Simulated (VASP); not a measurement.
## TiO2: single point with PBE

Crystal: TiO2.

```xyz
6
Lattice="-1.8260 1.9211 4.7570 1.9211 -1.8260 4.7570 1.8639 1.8639 -4.7191" Properties=species:S:1:pos:R:3 pbc="T T T"
Ti    0.0000    0.0000    0.0000
Ti    0.0427    1.9163    2.3974
O     0.0197    0.0197    1.9656
O     0.0624    1.9359    4.3630
O     0.0231    1.8966    0.4318
O     0.0755    0.0755    7.5484
```

This cell differs from its parent crystal: equal xy, yz and zx shear strains of +2 %.

```yaml
Program: VASP 6.6.1
Task: single point
Functional: PBE
Potentials_or_basis: VASP PAW PBE potentials, release 64 (Ti_sv, O)
Cutoff: 520 eV
k_mesh: 13 × 13 × 13
Occupations: fermi-dirac, width 0.08 eV
Spin: no spin polarisation
Dipole_correction: no
Further_INCAR_settings: ALGO = Normal; EDIFF = 1e-06; NBANDS = 33
```

| Quantity | Value |
| --- | --- |
| Pressure | 6.7 GPa |
| Largest force | 0.398 eV/Å |
| Band gap on the k mesh | 2.15 eV (least direct gap 2.42 eV) |

Forces in eV/Å, atoms in the order of the input:
```
Ti  -0.070  0.070  0.000
Ti   0.070 -0.070  0.000
O    0.025 -0.171  0.359
O   -0.171  0.025  0.359
O   -0.025  0.171 -0.359
O    0.171 -0.025 -0.359
```

Stress tensor (GPa, compression positive):
```
 5.32 -1.16 -1.98
-1.16  5.32 -1.98
-1.98 -1.98  9.53
```

Levels at points of the mesh, in eV from the valence-band top:
```csv
k point,band 20,band 21,band 22,band 23,band 24,band 25,band 26,band 27,band 28,band 29
"(0.00, 0.00, 0.00)",-0.81,-0.68,-0.66,-0.51,-0.36,2.15,2.89,4.07,4.07,4.11
```

Wall time 20 min on 4 MPI ranks on Oxide Virtual Turin-like Processor (shared host), peak memory 1 GiB a rank.

Caveat: the cell differs from its parent crystal (equal xy, yz and zx shear strains of +2 %); the cell stands under pressure. A k mesh can miss the band edges.
